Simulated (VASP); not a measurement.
Runs of VASP 6.6.1 on Al2C. The structure is that of space group P-3m1 (No. 164), or close to it. The cells are those of the table. 

| task | spin | cell | k mesh | cutoff (eV) | gap on the mesh (eV) | pressure (GPa) | moment (μB) | relaxed volume (Å³/atom) | largest force (eV/Å) |
| --- | --- | --- | --- | --- | --- | --- | --- | --- | --- |
| relaxation of cell and atoms | off | relaxed from a = 3.181, b = 3.181, c = 4.410 Å, angles 90.0, 90.0, 120.0°, 3 atoms | 6 × 6 × 4 | 600 | none | 0.0 | - | 12.36 | 0.01 |
| single point | off | a = 3.104, b = 3.104, c = 4.448 Å, angles 90.0, 90.0, 120.0°, 3 atoms | 6 × 6 × 4 | 520 | none | -0.1 | - | - | - |
| relaxation of cell and atoms | off | relaxed from a = 3.104, b = 3.104, c = 4.448 Å, angles 90.0, 90.0, 120.0°, 3 atoms | 18 × 18 × 10 | 600 | none | 0.0 | - | (a) | - |
| single point | collinear, ferromagnetic start | a = 3.104, b = 3.104, c = 4.448 Å, angles 90.0, 90.0, 120.0°, 3 atoms | 6 × 6 × 4 | 520 | none | -0.1 | 0.00 | - | - |
| single point | collinear, ferromagnetic start | a = 3.181, b = 3.181, c = 4.410 Å, angles 90.0, 90.0, 120.0°, 3 atoms | 6 × 6 × 4 | 520 | none | -7.1 | 0.00 | - | 0.84 |
| single point | off | a = 3.095, b = 3.095, c = 4.493 Å, angles 90.0, 90.0, 120.0°, 3 atoms | 18 × 18 × 10 | 520 | none | 0.0 | - | - | 0.02 |
| single point | off | a = 3.181, b = 3.181, c = 4.410 Å, angles 90.0, 90.0, 120.0°, 3 atoms | 6 × 6 × 4 | 520 | none | -7.1 | - | - | 0.84 |

Alike in all rows: level PBE; potentials or basis VASP PAW PBE potentials, release 64 (Al, C); smearing gaussian 0.1 eV.

**Question.** Fill in the values left out.

**Answer.** (a) 12.41.

Caveats: some runs use coarse meshes.

A gap of «none» marks levels without a gap at the run's occupations.
